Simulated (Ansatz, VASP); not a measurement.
## Two plane-wave programs on LaScCl6

The input INCAR:

```
PREC = Accurate ; ENCUT = 600
EDIFF = 1E-6 ; ISMEAR = 0
SIGMA = 0.02 ; LREAL = False
LASPH = True ; NELM = 80
ALGO = Normal ; ISIF = 3
LWAVE = False ; LCHARG = False
GGA = PE ; IBRION = 2
NSW = 100 ; EDIFFG = -0.01
```

The input KPOINTS:

```
Automatic mesh
0
Gamma
  4 4 4
```

POSCAR

```
LaScCl6
1.0
    0.0000000000      5.2860483040      5.2860483040
    5.2860483040      0.0000000000      5.2860483040
    5.2860483040      5.2860483040      0.0000000000
La Sc Cl
1 1 6
Direct
    0.0000000000      0.0000000000      0.0000000000
    0.5000000000      0.5000000000      0.5000000000
    0.2636773357      0.7363226643      0.7363226643
    0.7363226643      0.2636773357      0.2636773357
    0.7363226643      0.2636773357      0.7363226643
    0.2636773357      0.7363226643      0.2636773357
    0.7363226643      0.7363226643      0.2636773357
    0.2636773357      0.2636773357      0.7363226643
```

Input for Ansatz:

```yaml
crystal:
  lattice:
    - [0.0, 5.286048304, 5.286048304]
    - [5.286048304, 0.0, 5.286048304]
    - [5.286048304, 5.286048304, 0.0]
  atoms:
    - { symbol: La, position: [0.0, 0.0, 0.0] }
    - { symbol: Sc, position: [0.5, 0.5, 0.5] }
    - { symbol: Cl, position: [0.2636773357, 0.7363226643, 0.7363226643] }
    - { symbol: Cl, position: [0.7363226643, 0.2636773357, 0.2636773357] }
    - { symbol: Cl, position: [0.7363226643, 0.2636773357, 0.7363226643] }
    - { symbol: Cl, position: [0.2636773357, 0.7363226643, 0.2636773357] }
    - { symbol: Cl, position: [0.7363226643, 0.7363226643, 0.2636773357] }
    - { symbol: Cl, position: [0.2636773357, 0.2636773357, 0.7363226643] }
basis:
  ecutwfc: 420
kpoints:
  mp_grid: { grid: [4, 4, 4] }
hamiltonian:
  xc: pbe
scf:
  occupations: { method: gaussian, width: 0.02 }
output:
  forces: true
  stress: true
  eigenvalues: true
  write_density: true
  write_potential: true
  elf: true
  volumetric_format: npy
relax:
  adjacent_minimum: "off"
  f_tol: 0.01
  max_steps: 80
  cell: { stress_tol: 0.05 }
```

Alike in both runs: task relaxation of cell and atoms; functional PBE; k mesh 4 × 4 × 4; occupations gaussian, width 0.02 eV; no spin polarisation.

```csv
,VASP,Ansatz
version,VASP 6.6.1,Ansatz 0.2.0
potentials or method,"VASP PAW PBE potentials, release 64 (La, Sc_sv, Cl), cutoff 600 eV","scalar-relativistic, plane waves, PAW"
valence electrons in the cell,64,64
```

Ansatz gave:

| Quantity | Value |
| --- | --- |
| gap on the k mesh at the Fermi level, each at its own relaxed structure (eV) | 3.34 |
| relaxed volume (Å³/atom) | 36.93 |
| relaxed length of the cell vector where the two differ most in proportion (Å) | 7.476 |

Problem. What did VASP give for the same quantities?

Solution. gap on the k mesh at the Fermi level, each at its own relaxed structure (eV): 3.34; relaxed volume (Å³/atom): 36.94; relaxed length of the cell vector where the two differ most in proportion (Å): 7.476.

Ansatz's warnings: xc potential rough in thin density.

Neither program's run includes spin-orbit coupling.
